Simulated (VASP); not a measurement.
Set up this calculation in VASP 6.6.1, as the native input.

| Property | Result |
| --- | --- |
| Task | single point |
| Functional | LDA |
| Potentials or basis | VASP PAW LDA potentials, release 64 (Cu, Se, Ga_d) |
| Cutoff | 520 eV |
| k mesh | 6 × 6 × 6 |
| Occupations | fermi-dirac, width 0.02 eV |
| Spin | no spin polarisation |
| Dipole correction | no |
| Further INCAR settings | ALGO = Normal; EDIFF = 1e-06; NBANDS = 46 |

The structure of GaCuSe2 lies in POSCAR:

```
GaCuSe2
1.0
   -2.7546030821      2.7546030821      5.4785504976
    2.7546030821     -2.7546030821      5.4785504976
    2.7546030821      2.7546030821     -5.4785504976
Cu Se Ga
2 4 2
Direct
    0.0000000000      0.0000000000      0.0000000000
    0.7500000000      0.2500000000      0.5000000000
    0.3750000000      0.3659664986      0.4909664986
    0.1159664986      0.6250000000     -0.0090335014
    0.8750000000      0.8840335014      0.5090335014
    0.6340335014      0.1250000000      0.0090335014
    0.5000000000      0.5000000000      0.0000000000
    0.2500000000      0.7500000000      0.5000000000
```

One way to write it, as run:

INCAR

```
  PREC = Accurate
  ENCUT = 520
  EDIFF = 1E-6
  ISMEAR = -1
  SIGMA = 0.02
  LREAL = F
  LASPH = T
  NELM = 80
  ALGO = Normal
  ISIF = 2
  LWAVE = F
  LCHARG = T
  GGA = CA
  LELF = T
  LVHAR = T
  NBANDS = 46
```

KPOINTS

```
Automatic mesh
0
Gamma
  6 6 6
```

Potentials or basis: VASP PAW LDA potentials, release 64 (Cu, Se, Ga_d).

Launch:

```bash
$ cat potpaw_LDA.64/Cu/POTCAR potpaw_LDA.64/Se/POTCAR potpaw_LDA.64/Ga_d/POTCAR > POTCAR
$ mpirun -np 1 vasp_std > vasp.out
```

It gave:

```
Pressure               : 0.3 GPa
Largest force          : 0.012 eV/Å
Band gap on the k mesh : 0.22 eV
```

Wall time 3.9 min on 1 thread of Intel(R) Xeon(R) 6975P-C (Granite Rapids), with other jobs on the host, peak memory 0.4 GiB.
